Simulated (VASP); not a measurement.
Input of a VASP 6.6.1 run:

The input INCAR:

```
SYSTEM = BiTe
PREC = Accurate
ENCUT = 500
EDIFF = 1E-6
ISMEAR = 0
SIGMA = 0.1
LREAL = .FALSE.
LASPH = .TRUE.
NELM = 120
ALGO = Normal
ISIF = 2
LWAVE = .FALSE.
LCHARG = .TRUE.
GGA = PE
LELF = .TRUE.
LVHAR = .TRUE.
NBANDS = 18
GGA_COMPAT = .FALSE.
```

The input KPOINTS:

```
Automatic mesh
0
G
  2 2 2
  0 0 0
```

Contents of POSCAR:

```
BiTe
1.0
    2.4227077728      1.3987509848      3.3172919545
   -2.4227077728      1.3987509848      3.3172919545
    0.0000000000     -2.7975019696      3.3172919545
Bi Te
1 1
Direct
    0.5000000000      0.5000000000      0.5000000000
    0.0000000000      0.0000000000      0.0000000000
```

Potentials or basis: VASP PAW PBE potentials, release 64 (Bi_d, Te).

Run with:

```sh
$ cat potpaw_PBE.64/Bi_d/POTCAR potpaw_PBE.64/Te/POTCAR > POTCAR
$ mpirun -np 1 vasp_std > vasp.out
```

Question: Predict the pressure.

Answer: 3.5 GPa.

Stress tensor (GPa, compression positive):
```
 7.06  0.00  0.00
 0.00  7.06  0.00
 0.00  0.00 -3.60
```

Caveat: the k points lie up to 0.81 Å⁻¹ apart.
